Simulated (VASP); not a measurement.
Write the native input for VASP 6.6.1 that does the following.

- Task: single point
- Functional: PBE
- Potentials or basis: VASP PAW PBE potentials, release 64 (Fe, S)
- Cutoff: 600 eV
- k mesh: 4 × 4 × 4
- Occupations: gaussian, width 0.01 eV
- Spin: no spin polarisation
- Dipole correction: no
- Further INCAR settings: ALGO = Normal; EDIFF = 1e-06; NBANDS = 52

The structure of FeS2 lies in POSCAR:

```
FeS2
1.0
    5.4568509429      0.0000000000      0.0000000000
    0.0000000000      5.4568509429      0.0000000000
    0.0000000000      0.0000000000      5.4568509429
Fe S
4 8
Direct
    0.0000000000      0.5000000000      0.5000000000
    0.5000000000      0.5000000000      0.0000000000
    0.5000000000      0.0000000000      0.5000000000
    0.0000000000      0.0000000000      0.0000000000
    0.3826532222      0.1173467778      0.8826532222
    0.1173467778      0.8826532222      0.3826532222
    0.8826532222      0.3826532222      0.1173467778
    0.6173467778      0.6173467778      0.6173467778
    0.3826532222      0.3826532222      0.3826532222
    0.1173467778      0.6173467778      0.8826532222
    0.8826532222      0.1173467778      0.6173467778
    0.6173467778      0.8826532222      0.1173467778
```

These files were run (other wordings do the same):

INCAR

```
SYSTEM = FeS2
PREC = Accurate
ENCUT = 600
EDIFF = 1E-6
ISMEAR = 0
SIGMA = 0.01
LREAL = .FALSE.
LASPH = .TRUE.
NELM = 120
ALGO = Normal
ISIF = 2
LWAVE = .FALSE.
LCHARG = .FALSE.
GGA = PE
NBANDS = 52
GGA_COMPAT = .FALSE.
```

KPOINTS

```
Automatic mesh
0
G
  4 4 4
  0 0 0
```

Potentials or basis: VASP PAW PBE potentials, release 64 (Fe, S).

Command:

```console
$ cat potpaw_PBE.64/Fe/POTCAR potpaw_PBE.64/S/POTCAR > POTCAR
$ mpirun -np 1 vasp_std > vasp.out
```

Results of the run:

```yaml
Pressure: -4.2 GPa
Largest_force: 0.114 eV/Å
Band_gap_on_the_k_mesh: 0.43 eV (least direct gap 0.47 eV)
```

Caveat: the cell stands under tension.

Wall time 3.8 min on 1 thread of Intel Xeon 8259CL, on a shared host, peak memory 0.36 GiB.
